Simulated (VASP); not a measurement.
# C (Cmme) in VASP: a series of runs, part 2 of 2

VASP 6.6.1. The steps go on from the part before.

### 4 Relaxation of cell and atoms, LDA

Input file INCAR:

```
PREC = Accurate
ENCUT = 600
EDIFF = 1E-6
ISMEAR = -1
SIGMA = 0.1
LREAL = F
LASPH = T
NELM = 100
ALGO = Normal
ISIF = 3
LWAVE = F
LCHARG = F
GGA = CA
IBRION = 2
NSW = 80
EDIFFG = -0.01
```

Input file KPOINTS:

```
regular mesh
0
Gamma
  10 10 3
```

Input file POSCAR:

```
C
1.0
    1.2280479700     -2.1270618200      0.0000000000
    1.2280479700      2.1270618200      0.0000000000
    0.0000000000      0.0000000000      7.1732677600
C
4
Direct
    0.0833794596      0.9166205404      0.7531375993
    0.5833794596      0.4166205404      0.2468624007
    0.9166205404      0.0833794596      0.2468624007
    0.4166205404      0.5833794596      0.7531375993
```

Potentials or basis: VASP PAW LDA potentials, release 64 (C).

The run is started by

```bash
> cat potpaw_LDA.64/C/POTCAR > POTCAR
> mpirun -np 1 vasp_std > vasp.out
```

OUTCAR:

```text
PREC = Accurate
   ENCUT = 600
   EDIFF = 1E-6
   ISMEAR = -1
   LREAL = F
   LASPH = T
   NELM = 100
   ISIF = 3
   GGA = CA
   IBRION = 2
   NSW = 80
   EDIFFG = -0.01

 ion  position               nearest neighbor table
   1  0.083  0.917  0.753-   4 1.42   4 1.42   4 1.42
   2  0.583  0.417  0.247-   3 1.42   3 1.42   3 1.42
   3  0.917  0.083  0.247-   2 1.42   2 1.42   2 1.42
   4  0.417  0.583  0.753-   1 1.42   1 1.42   1 1.42

  LATTYP: Found a hexagonal cell.
 ALAT       =     2.4561135566
 C/A-ratio  =     2.9205765918

  Lattice vectors:

 A1 = (   1.2280479700,  -2.1270618200,   0.0000000000)
 A2 = (   1.2280479700,   2.1270618200,   0.0000000000)
 A3 = (   0.0000000000,   0.0000000000,   7.1732677600)

Analysis of symmetry for initial positions (statically):
[... 394 lines left out ...]
      5       1.7329      2.00000
      6       1.7523      2.00000
      7       1.7652      2.00000
      8       1.7704      2.00000
      9       8.5801      0.00000
     10      13.1398      0.00000
     11      13.1930      0.00000
     12      13.2491      0.00000
[... 331 lines left out ...]
 k-point    24 :      -0.2000    0.4000    0.0000
  band No.  band energies     occupation
      1     -12.0427      2.00000
      2     -11.7688      2.00000
      3      -4.0722      2.00000
      4      -4.0710      2.00000
      5      -2.7632      2.00000
      6      -2.7603      2.00000
      7      -0.5884      2.00000
      8       1.2272      2.00000
      9       9.6983      0.00000
     10       9.7156      0.00000
     11      12.0879      0.00000
     12      15.6024      0.00000

 [... further k-points ...]

------------------------ aborting loop because EDIFF is reached ----------------------------------------

  FORCE on cell =-STRESS in cart. coord.  units (eV):
  Direction    XX          YY          ZZ          XY          YZ          ZX
  --------------------------------------------------------------------------------------
  -------------------------------------------------------------------------------------
  Total       -0.0134916      0.0108752     -0.0002038      0.0000000      0.0000000      0.0000000
  in kB       -0.6250374      0.5038238     -0.0094404      0.0000000      0.0000000      0.0000000
  external PRESSURE =      -0.0435513 kB  Pullay stress =       0.0000000 kB
[... 19 lines left out ...]
  FREE ENERGIE OF THE ION-ELECTRON SYSTEM (eV)
  ---------------------------------------------------
  free  energy   TOTEN  =       -40.4674229902 eV

  energy  without entropy=      -40.4670503722  energy(sigma->0) =      -40.46723668

 reached required accuracy - stopping structural energy minimisation
```

CONTCAR:

```text
C
   1.00000000000000
     1.2234406037133354   -2.1170512618576023    0.0000000000000000
     1.2234406037133354    2.1170512618576023   -0.0000000000000000
     0.0000000000000000    0.0000000000000000    6.6761077403894404
  C
     4
Direct
     0.0833198775542980    0.9166801224457024    0.7502449588953817
     0.5833198775542976    0.4166801224457019    0.2497550411046181
     0.9166801224457024    0.0833198775542980    0.2497550411046181
     0.4166801224457019    0.5833198775542976    0.7502449588953817

  0.00000000E+00  0.00000000E+00  0.00000000E+00
  0.00000000E+00  0.00000000E+00  0.00000000E+00
  0.00000000E+00  0.00000000E+00  0.00000000E+00
  0.00000000E+00  0.00000000E+00  0.00000000E+00
```

Run time: 4.2 min. Hardware: 1 thread of Intel Xeon Platinum 8488C (Sapphire Rapids), shared host; peak memory 0.16 GiB.

Results:

```yaml
Free_energy: -40.4674 eV
Relaxed_volume: 8.65 Å³/atom
Relaxed_cell: a = 2.445 Å, b = 2.445 Å, c = 6.676 Å, α = 90.00°, β = 90.00°, γ = 119.95°
Space_group_after_relaxing_to_0.1_Å: Fmmm (No. 69)
Energy_gained_by_relaxing: 4.6 meV/atom
Ionic_steps: 38
Pressure_after_relaxing: 0.0 GPa
Largest_force_after_relaxing: 0.005 eV/Å
```

Forces in eV/Å, atoms in the order of the input:
```
C    0.000 -0.005 -0.001
C    0.000 -0.005  0.001
C    0.000  0.005  0.001
C    0.000  0.005 -0.001
```

Step by step:
```csv
step,energy change (eV),largest force (eV/Å),pressure (GPa),volume (Å³)
1,0.0000,0.0189,-3.64,37.48
2,0.0202,0.0765,7.55,36.33
3,-0.0049,0.0092,-0.37,37.12
4,-0.0049,0.0098,-0.31,37.11
5,-0.0060,0.0352,-0.28,36.98
6,-0.0085,0.1674,-0.21,36.59
7,-0.0103,0.4345,0.00,35.81
8,-0.0104,0.4326,0.04,35.80
9,-0.0106,0.4277,0.05,35.77
10,-0.0111,0.4179,0.07,35.71
11,-0.0119,0.3985,0.04,35.59
12,-0.0135,0.3594,0.05,35.36
13,-0.0156,0.2813,0.08,34.88
14,-0.0154,0.1251,0.28,33.93
15,-0.0164,0.2056,0.17,34.42
16,-0.0171,0.1419,0.13,34.49
17,-0.0179,0.0145,0.06,34.61
18,-0.0180,0.0440,0.01,34.66
19,-0.0180,0.0328,0.02,34.67
20,-0.0181,0.0115,-0.02,34.69
21,-0.0181,0.0140,-0.01,34.69
22,-0.0181,0.0145,-0.02,34.69
23,-0.0181,0.0113,-0.03,34.69
24,-0.0181,0.0173,-0.03,34.69
25,-0.0181,0.0141,-0.03,34.69
26,-0.0181,0.0137,-0.03,34.69
27,-0.0182,0.0125,-0.03,34.69
28,-0.0182,0.0113,-0.03,34.68
29,-0.0182,0.0096,-0.02,34.67
30,-0.0183,0.0101,-0.01,34.66
31,-0.0184,0.0232,0.01,34.62
32,-0.0184,0.0210,-0.01,34.62
33,-0.0184,0.0149,0.00,34.62
34,-0.0185,0.0039,-0.01,34.61
35,-0.0185,0.0241,0.00,34.59
36,-0.0185,0.0209,0.00,34.59
37,-0.0185,0.0222,-0.01,34.59
38,-0.0185,0.0052,0.00,34.58
```

Final structure:
```
C
1.0
     1.22344   -2.11705    0.00000
     1.22344    2.11705    0.00000
     0.00000    0.00000    6.67611
C
4
Direct
  0.08332 0.91668 0.75024
  0.58332 0.41668 0.24976
  0.91668 0.08332 0.24976
  0.41668 0.58332 0.75024
```

### 5 The runs side by side

```csv
level,potentials or basis,pressure (GPa),relaxed volume (Å³/atom),largest force (eV/Å)
PBEsol,"VASP PAW PBE potentials, release 64 (C)",0.0,9.40,0.01
PBEsol+D3(BJ),"VASP PAW PBE potentials, release 64 (C)",0.0,8.69,-
LDA,"VASP PAW LDA potentials, release 64 (C)",0.0,8.65,0.01
```

Alike in all rows: task relaxation of cell and atoms; no spin polarisation; cell relaxed; k mesh 10 × 10 × 3; cutoff (eV) 600; smearing fermi-dirac 0.1 eV.

Caveats: the PAW data sets were made with another functional, which shifts forces and pressure a little (at least some runs); this functional lacks dispersion, which binds the layers, so the pressure and a relaxed spacing across them are unreliable (at least some runs).

Absolute energies hang on the potentials; compare differences alone.
